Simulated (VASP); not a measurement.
# La3PbC (P1) in VASP: single point with LDA

Aim: the single point of La3PbC with LDA.

Program: VASP 6.6.1. These are calculated values, not measurements. Logs are shortened: lines on timing, memory, paths and dates and some standing lists are left out, and cuts for length are marked.

## Step 1: The cell of the first run

The typed cell holds 5 atoms: a = 5.324 Å, b = 5.274 Å, c = 5.203 Å, α = 89.24°, β = 87.18°, γ = 88.65°.

## Step 2: Single point, LDA

INCAR

```
  PREC = Accurate
  ENCUT = 520
  EDIFF = 1E-6
  ISMEAR = -1
  SIGMA = 0.05
  LREAL = False
  LASPH = True
  NELM = 60
  ALGO = Normal
  ISIF = 2
  LWAVE = False
  LCHARG = False
  NBANDS = 34
```

KPOINTS

```
regular mesh
0
Gamma
  3 3 3
```

POSCAR

```
La3PbC
1.0
    5.3216400000      0.0621300000      0.1290900000
    0.0621300000      5.2733100000      0.0339600000
    0.1290900000      0.0339600000      5.2008800000
La Pb C
3 1 1
Direct
    0.5205100000      0.9828500000      0.4619800000
    0.0091900000      0.4909800000      0.5064600000
    0.5033300000      0.4963700000      0.9915100000
    0.9746700000      0.9910500000      0.0114500000
    0.5189400000      0.5363600000      0.4767300000
```

Potentials or basis: VASP PAW LDA potentials, release 64 (La, Pb_d, C).

Started as:

```bash
> cat potpaw_LDA.64/La/POTCAR potpaw_LDA.64/Pb_d/POTCAR potpaw_LDA.64/C/POTCAR > POTCAR
> mpirun -np 1 vasp_std > vasp.out
```

OUTCAR:

```text
PREC = Accurate
   ENCUT = 520
   EDIFF = 1E-6
   ISMEAR = -1
   LREAL = False
   LASPH = True
   NELM = 60
   ISIF = 2

 ion  position               nearest neighbor table
   1  0.521  0.983  0.462-   5 2.36   4 3.28   3 3.58   3 3.63   2 3.64   4 3.82   4 3.83
   2  0.009  0.491  0.506-   5 2.63   5 2.73   3 3.60   1 3.64   3 3.66   4 3.67   4 3.70   4 3.72
                             4 3.74
   3  0.503  0.496  0.992-   5 2.54   5 2.68   1 3.58   2 3.60   4 3.62   1 3.63   2 3.66   4 3.67
                             4 3.79
   4  0.975  0.991  0.011-   1 3.28   3 3.62   3 3.67   2 3.67   2 3.70   2 3.72   2 3.74   3 3.79
                             1 3.82   1 3.83
   5  0.519  0.536  0.477-   1 2.36   3 2.54   2 2.63   3 2.68   2 2.73

  LATTYP: Found a triclinic cell.
 ALAT       =     5.2737853364
 B/A-ratio  =     1.3953595945
 C/A-ratio  =     1.7787038876
 COS(alpha) =     0.0006957546
 COS(beta)  =     0.5829541703
 COS(gamma) =     0.7072889590

  Lattice vectors:

 A1 = (  -0.0621300000,  -5.2733100000,  -0.0339600000)
 A2 = (   0.0669600000,  -5.2393500000,   5.1669200000)
 A3 = (  -5.5128600000,  -5.3694000000,  -5.3639300000)

Analysis of symmetry for initial positions (statically):
=====================================================================
 Subroutine PRICEL returns:
 Original cell was already a primitive cell.

 Routine SETGRP: Setting up the symmetry group for a
 triclinic supercell.

 Subroutine GETGRP returns: Found  1 space group operations
 (whereof  1 operations were pure point group operations)
 out of a pool of  2 trial point group operations.

The static configuration has the point symmetry C_1 .

Analysis of symmetry for dynamics (positions and initial velocities):
=====================================================================
 Subroutine PRICEL returns:
 Original cell was already a primitive cell.

 Routine SETGRP: Setting up the symmetry group for a
 triclinic supercell.

 Subroutine GETGRP returns: Found  1 space group operations
 (whereof  1 operations were pure point group operations)
 out of a pool of  2 trial point group operations.

The dynamic configuration has the point symmetry C_1 .

 Subroutine INISYM returns: Found  1 space group operations
 (whereof  1 operations are pure point group operations),
 and found     1 'primitive' translations

----------------------------------------------------------------------------------------

                                     Primitive cell

  volume of cell :     145.8370

  direct lattice vectors                    reciprocal lattice vectors
     5.321640000  0.062130000  0.129090000     0.188050392 -0.002185638 -0.004653290
     0.062130000  5.273310000  0.033960000    -0.002185638  0.189667592 -0.001184216
     0.129090000  0.033960000  5.200880000    -0.004653290 -0.001184216  0.192398384

  length of vectors
     5.323568038  5.273785336  5.202592650     0.188120653  0.189683881  0.192458291

  position of ions in fractional coordinates (direct lattice)
     0.520510000  0.982850000  0.461980000
     0.009190000  0.490980000  0.506460000
     0.503330000  0.496370000  0.991510000
     0.974670000  0.991050000  0.011450000
     0.518940000  0.536360000  0.476730000

  ion indices of the primitive-cell ions
   primitive index   ion index
                 1           1
                 2           2
                 3           3
                 4           4
                 5           5

----------------------------------------------------------------------------------------

 KPOINTS: regular mesh

Automatic generation of k-mesh.
 Grid dimensions read from file:
 generate k-points for:    3    3    3

 Generating k-lattice:

  Cartesian coordinates                     Fractional coordinates (reciprocal lattice)
     0.062683464 -0.000728546 -0.001551097     0.333333333 -0.000000000 -0.000000000
    -0.000728546  0.063222531 -0.000394739    -0.000000000  0.333333333  0.000000000
    -0.001551097 -0.000394739  0.064132795     0.000000000  0.000000000  0.333333333

  Length of vectors
     0.062706884  0.063227960  0.064152764

  Shift w.r.t. Gamma in fractional coordinates (k-lattice)
     0.000000000  0.000000000  0.000000000

 Subroutine IBZKPT returns following result:
 ===========================================

 Found     14 irreducible k-points:

 Following reciprocal coordinates:
            Coordinates               Weight
  0.000000  0.000000  0.000000      1.000000
  0.333333 -0.000000 -0.000000      2.000000
 -0.000000  0.333333 -0.000000      2.000000
  0.333333  0.333333 -0.000000      2.000000
 -0.333333  0.333333 -0.000000      2.000000
  0.000000 -0.000000  0.333333      2.000000
  0.333333 -0.000000  0.333333      2.000000
 -0.333333  0.000000  0.333333      2.000000
 -0.000000  0.333333  0.333333      2.000000
  0.333333  0.333333  0.333333      2.000000
 -0.333333  0.333333  0.333333      2.000000
 -0.000000 -0.333333  0.333333      2.000000
  0.333333 -0.333333  0.333333      2.000000
 -0.333333 -0.333333  0.333333      2.000000
   k-points           NKPTS =     14   k-points in BZ     NKDIM =     14   number of bands    NBANDS=     34
   number of dos      NEDOS =    301   number of ions     NIONS =      5
   total plane-waves  NPLWV =  64000
   dimension x,y,z NGX =    40 NGY =   40 NGZ =   40
   dimension x,y,z NGXF=    80 NGYF=   80 NGZF=   80
   ions per type =               3   1   1
   NGX,Y,Z   is equivalent  to a cutoff of  12.49, 12.61, 12.78 a.u.
   NGXF,Y,Z  is equivalent  to a cutoff of  24.98, 25.22, 25.56 a.u.
 SYSTEM =  unknown system
   PREC   = accura    normal or accurate (medium, high low for compatibility)
   ISTART =      0    job   : 0-new  1-cont  2-samecut
   ICHARG =      2    charge: 1-file 2-atom 10-const
   ISPIN  =      1    spin polarized calculation?
   LNONCOLLINEAR =      F non collinear calculations
   LSORBIT =      F    spin-orbit coupling
   LASPH  =      T    aspherical Exc in radial PAW
   ENCUT  =  520.0 eV  38.22 Ry    6.18 a.u.   9.90  9.81  9.67*2*pi/ulx,y,z
   NELM   =     60;   NELMIN=  2; NELMDL= -5     # of ELM steps
   EDIFF  = 0.1E-05   stopping-criterion for ELM
   LREAL  =      F    real-space projection
   EDIFFG = 0.1E-04   stopping-criterion for IOM
   NSW    =      0    number of steps for IOM
   IBRION =     -1    ionic relax: 0-MD 1-quasi-New 2-CG
   NFREE  =      0    steps in history (QN), initial steepest desc. (CG)
   ISIF   =      2    stress and relaxation
   ISYM   =      2    0-nonsym 1-usesym 2-fastsym
   POTIM  = 0.5000    time-step for ionic-motion
   TEBEG  =    0.0;   TEEND  =   0.0 temperature during run
   PSTRESS=    0.0 pullay stress
   NELECT =      51.0000    total number of electrons
   NUPDOWN=      -1.0000    fix difference up-down
   EMIN   =  10.00;   EMAX   =-10.00  energy-range for DOS
   EFERMI =   0.00;   METHOD = LEGACY
   ISMEAR =    -1;   SIGMA  =   0.05  broadening in eV -4-tet -1-fermi 0-gaus
   EFERMI_NEDOS =   21; number of points for ismear=-14 and -15
   IALGO  =     38    algorithm
   IMIX   =      4    mixing-type and parameters
     AMIX     =   0.40;   BMIX     =  1.00
     AMIX_MAG =   1.60;   BMIX_MAG =  1.00
  volume/ion in A,a.u.               =      29.17       196.83
  Fermi-wavevector in a.u.,A,eV,Ry     =   1.153389  2.179589 18.099904  1.330305
  Thomas-Fermi vector in A             =   2.290033
   LORBIT       =      0    0 simple, 1 ext, 2 COOP (PROOUT), +10 PAW based schemes
   GGA     = CA    functional components
   LHFCALC =     F    Hartree Fock is set to
   AEXX    =    0.0000 exact exchange contribution
   IVDW    =     0    specifies the selected vdW correction
   LEPSILON=     F    determine dielectric tensor
   LRPA    =     F    only Hartree local field effects (RPA)
 non-spin polarized calculation
  energy-cutoff  :      520.00
  volume of cell :      145.84
 maximum number of plane-waves:      3941
   NGX = 19   NGY = 19   NGZ = 19

 number of electron      51.0000000 magnetization

 Free energy of the ion-electron system (eV)
  ---------------------------------------------------
  ext. energy  EPLUGINS =         0.00000000
  ---------------------------------------------------
  free energy    TOTEN  =       -32.73940148 eV

  energy without entropy =      -32.70778877  energy(sigma->0) =      -32.72359512

 E-fermi :   7.6746     XC(G=0): -10.0574

 val. band max:        7.6117402446   @ k =   0.0000   0.0000   0.0000
 cond. band min:       7.6899219959   @ k =  -0.0000   0.3333  -0.0000
 fundamental gap:      0.0781817514
 Fermi energy:         7.6746193045

 k-point     1 :       0.0000    0.0000    0.0000
  band No.  band energies     occupation
      1     -25.1100      2.00000
      2     -24.8876      2.00000
      3     -24.7360      2.00000
      4      -9.4489      2.00000
      5      -9.3668      2.00000
      6      -9.2613      2.00000
[... 26 lines left out ...]
     33       9.3275      0.00000
     34       9.4132      0.00000

 k-point     2 :       0.3333   -0.0000   -0.0000
  band No.  band energies     occupation
      1     -25.0657      2.00000
      2     -24.9307      2.00000
      3     -24.7378      2.00000
      4      -9.3179      2.00000
      5      -9.2385      2.00000
      6      -9.1468      2.00000
[... 26 lines left out ...]
     33       9.3017      0.00000
     34       9.3279      0.00000

 k-point     3 :      -0.0000    0.3333   -0.0000
  band No.  band energies     occupation
      1     -25.0876      2.00000
      2     -24.8787      2.00000
      3     -24.7678      2.00000
      4      -9.3702      2.00000
      5      -9.2628      2.00000
      6      -9.1352      2.00000
[... 26 lines left out ...]
     33       9.3212      0.00000
     34       9.3660      0.00000

 k-point     4 :       0.3333    0.3333   -0.0000
  band No.  band energies     occupation
      1     -25.0569      2.00000
      2     -24.9096      2.00000
      3     -24.7669      2.00000
      4      -9.4747      2.00000
      5      -9.1646      2.00000
      6      -9.1289      2.00000
[... 26 lines left out ...]
     33       9.3151      0.00000
     34       9.3607      0.00000

 k-point     5 :      -0.3333    0.3333   -0.0000
  band No.  band energies     occupation
      1     -25.0543      2.00000
      2     -24.9118      2.00000
      3     -24.7675      2.00000
      4      -9.4216      2.00000
      5      -9.1718      2.00000
      6      -9.1373      2.00000
[... 251 lines left out ...]
 k-point    12 :      -0.0000   -0.3333    0.3333
  band No.  band energies     occupation
      1     -25.0585      2.00000
      2     -24.9004      2.00000
      3     -24.7739      2.00000
      4      -9.4574      2.00000
      5      -9.1631      2.00000
      6      -9.1392      2.00000
[... 26 lines left out ...]
     33       9.3080      0.00000
     34       9.3925      0.00000

 k-point    13 :       0.3333   -0.3333    0.3333
  band No.  band energies     occupation
      1     -25.0499      2.00000
      2     -24.9039      2.00000
      3     -24.7770      2.00000
      4      -9.7921      2.00000
      5      -9.2275      2.00000
      6      -9.1745      2.00000
[... 26 lines left out ...]
     33       9.2715      0.00000
     34       9.3291      0.00000

 k-point    14 :      -0.3333   -0.3333    0.3333
  band No.  band energies     occupation
      1     -25.0431      2.00000
      2     -24.9129      2.00000
      3     -24.7750      2.00000
      4      -9.7719      2.00000
      5      -9.2044      2.00000
      6      -9.1665      2.00000
[... 26 lines left out ...]
     33       9.2566      0.00000
     34       9.3664      0.00000

------------------------ aborting loop because EDIFF is reached ----------------------------------------

  FORCE on cell =-STRESS in cart. coord.  units (eV):
  Direction    XX          YY          ZZ          XY          YZ          ZX
  --------------------------------------------------------------------------------------
  -------------------------------------------------------------------------------------
  Total       -4.8678702     -2.2891648     -3.5559632     -0.6345929     -0.1683880     -2.0500268
  in kB      -53.4788352    -25.1489589    -39.0661141     -6.9716914     -1.8499254    -22.5217681
  external PRESSURE =     -39.2313027 kB  Pullay stress =       0.0000000 kB

 VOLUME and BASIS-vectors are now :
 -----------------------------------------------------------------------------
  energy-cutoff  :      520.00
  volume of cell :      145.84
      direct lattice vectors                 reciprocal lattice vectors
     5.321640000  0.062130000  0.129090000     0.188050392 -0.002185638 -0.004653290
     0.062130000  5.273310000  0.033960000    -0.002185638  0.189667592 -0.001184216
     0.129090000  0.033960000  5.200880000    -0.004653290 -0.001184216  0.192398384

 POSITION                                       TOTAL-FORCE (eV/Angst)
 -----------------------------------------------------------------------------------
      2.89067      5.23090      2.50327        -0.384547      0.656453      0.518648
      0.14479      2.60686      2.65190        -0.002632      0.148520     -0.285774
      2.83737      2.68246      5.23856         0.069292     -0.044777     -0.179646
      5.24989      5.28706      0.21903         0.508117      0.079155     -0.370062
      2.85648      2.87682      2.56462        -0.190230     -0.839351      0.316834
 -----------------------------------------------------------------------------------
    total drift:                               -0.000366     -0.000310      0.000073

  FREE ENERGIE OF THE ION-ELECTRON SYSTEM (eV)
  ---------------------------------------------------
  free  energy   TOTEN  =       -32.7394014848 eV

  energy  without entropy=      -32.7077887652  energy(sigma->0) =      -32.72359512
```

It took 89 s on 1 thread of Intel Xeon Platinum 8259CL at 2.50GHz (Skylake/Cascade Lake), shared host; peak memory 0.24 GiB.

Results:

| Property | Result |
| --- | --- |
| Free energy | -32.7394 eV |
| Pressure | -3.9 GPa |
| Largest force | 0.921 eV/Å |
| Band gap on the k mesh | zero (an odd number of electrons rules out a gap without spin polarisation) |

Forces in eV/Å, atoms in the order of the input:
```
La  -0.385  0.656  0.519
La  -0.003  0.149 -0.286
La   0.069 -0.045 -0.180
Pb   0.508  0.079 -0.370
C   -0.190 -0.839  0.317
```

Levels at points of the mesh, in eV from the Fermi level:
| k point | band 22 | band 23 | band 24 | band 25 | band 26 | band 27 | band 28 | band 29 |
| --- | --- | --- | --- | --- | --- | --- | --- | --- |
| (0.00, 0.00, 0.00) | -1.18 | -0.99 | -0.88 | -0.33 | -0.19 | -0.06 | 0.03 | 0.08 |

Caveat: the k points lie up to 0.40 Å⁻¹ apart, too coarse for converged energies and pressures of a metal; spin-orbit coupling is left out, which moves the levels of the heavy elements.

The gap in the log of VASP goes by the Fermi energy; the results here count the filled bands.